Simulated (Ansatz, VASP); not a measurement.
Given: the input of a run of Ansatz 0.2.0 on SnO2.

input.yaml

```yaml
crystal:
  lattice:
    - [5.175256, 0.0, 0.0]
    - [0.0, 5.175256, 0.0]
    - [0.0, 0.0, 5.175256]
  atoms:
    - { symbol: Sn, position: [0.0, 0.0, 0.0] }
    - { symbol: Sn, position: [0.5, 0.0, 0.5] }
    - { symbol: Sn, position: [0.5, 0.5, 0.0] }
    - { symbol: Sn, position: [0.0, 0.5, 0.5] }
    - { symbol: O, position: [0.661098, 0.838902, 0.161098] }
    - { symbol: O, position: [0.838902, 0.161098, 0.661098] }
    - { symbol: O, position: [0.161098, 0.661098, 0.838902] }
    - { symbol: O, position: [0.338902, 0.338902, 0.338902] }
    - { symbol: O, position: [0.661098, 0.661098, 0.661098] }
    - { symbol: O, position: [0.838902, 0.338902, 0.161098] }
    - { symbol: O, position: [0.161098, 0.838902, 0.338902] }
    - { symbol: O, position: [0.338902, 0.161098, 0.838902] }
hamiltonian:
  xc: pbesol
  pseudopotentials: { kind: paw }
  dispersion: d4
kpoints:
  mp_grid: { grid: [5, 5, 5] }
scf:
  occupations: { method: fermi_dirac, width: 0.05 }
output:
  forces: true
  stress: true
  eigenvalues: true
relax:
  f_tol: 0.01
  max_steps: 40
  cell: { stress_tol: 0.05 }
```

Potentials or basis: Ansatz PAW.

The run is started by

```sh
$ ansatz run input.yaml --threads 4 --pin off --max-ram 11264MiB --backend cpu --events-out ev --progress --plain --runs-dir out
```

Q: Translate it to VASP 6.6.1. Potentials there: VASP PAW PBE potentials, release 64 (Sn_d, O).

A: As run (the cutoff follows the program's own potentials):

The input INCAR:

```
ALGO = Normal
EDIFF = 1E-7
EDIFFG = -0.01
ENCUT = 600
GGA = PS
IBRION = 2
ISIF = 3
ISMEAR = -1
IVDW = 13
LASPH = T
LCHARG = F
LREAL = F
LWAVE = F
NELM = 80
NSW = 60
PREC = Accurate
SIGMA = 0.05
```

The input KPOINTS:

```
k-points
0
Gamma
  5 5 5
```

Contents of POSCAR:

```
SnO2
1.0
    5.1752560000      0.0000000000      0.0000000000
    0.0000000000      5.1752560000      0.0000000000
    0.0000000000      0.0000000000      5.1752560000
Sn O
4 8
Direct
    0.0000000000      0.0000000000      0.0000000000
    0.5000000000      0.0000000000      0.5000000000
    0.5000000000      0.5000000000      0.0000000000
    0.0000000000      0.5000000000      0.5000000000
    0.6610980000      0.8389020000      0.1610980000
    0.8389020000      0.1610980000      0.6610980000
    0.1610980000      0.6610980000      0.8389020000
    0.3389020000      0.3389020000      0.3389020000
    0.6610980000      0.6610980000      0.6610980000
    0.8389020000      0.3389020000      0.1610980000
    0.1610980000      0.8389020000      0.3389020000
    0.3389020000      0.1610980000      0.8389020000
```

Potentials or basis: VASP PAW PBE potentials, release 64 (Sn_d, O).

Command:

```bash
$ cat potpaw_PBE.64/Sn_d/POTCAR potpaw_PBE.64/O/POTCAR > POTCAR
$ mpirun -np 1 vasp_std > vasp.out
```

Both were run:

|  | VASP | Ansatz | Ansatz less VASP |
| --- | --- | --- | --- |
| gap on the k mesh at the Fermi level, each at its own relaxed structure (eV) | 0.93 | 0.96 | +0.027 |
| relaxed volume (Å³/atom) | 11.05 | 11.02 | -0.029 |
| relaxed length of the cell vector where the two differ most in proportion (Å) | 5.099 | 5.094 | -0.0045 |

VASP's potentials were made for PBE, not for PBEsol.

Noted on Ansatz's run: odd divisions of the mesh miss points on the zone boundary, where band edges often lie, so the gap on the mesh can be too wide; the plane-wave basis is chosen anew once the cell has moved, so the energies of steps on either side of that aren't comparable.
